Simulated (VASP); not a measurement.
Crystal: I.

```
CELL_PARAMETERS angstrom
4.46913 -2.30156 0.00000
4.46913 2.30156 0.00000
0.00000 0.00000 9.87599
ATOMIC_POSITIONS crystal
I 0.84274 0.15726 0.12201
I 0.65726 0.34274 0.62201
I 0.15726 0.84274 0.87799
I 0.34274 0.65726 0.37799
```

Base run:

* Program: VASP 6.6.1
* Functional: PBE
* Potentials or basis: VASP PAW PBE potentials, release 64 (I)
* Cutoff: 520 eV
* k mesh: 5 × 5 × 2
* Occupations: fermi-dirac, width 0.05 eV
* Spin: no spin polarisation

Its results: band gap on the k mesh 1.03 eV (least direct gap 1.05 eV); pressure 0.0 GPa; largest force 0.015 eV/Å.

Question: The run is repeated on the same cell with these changes: k mesh from 5 × 5 × 2 to 2 × 2 × 1. What comes out?

Answer: Band gap on the k mesh 1.02 eV (least direct gap 1.04 eV); pressure -0.7 GPa; largest force 0.374 eV/Å.

Caveats: some runs use coarse meshes; spin-orbit coupling is left out, which moves the levels of the heavy elements; an odd mesh through Γ misses points on the zone boundary, where band edges can lie.
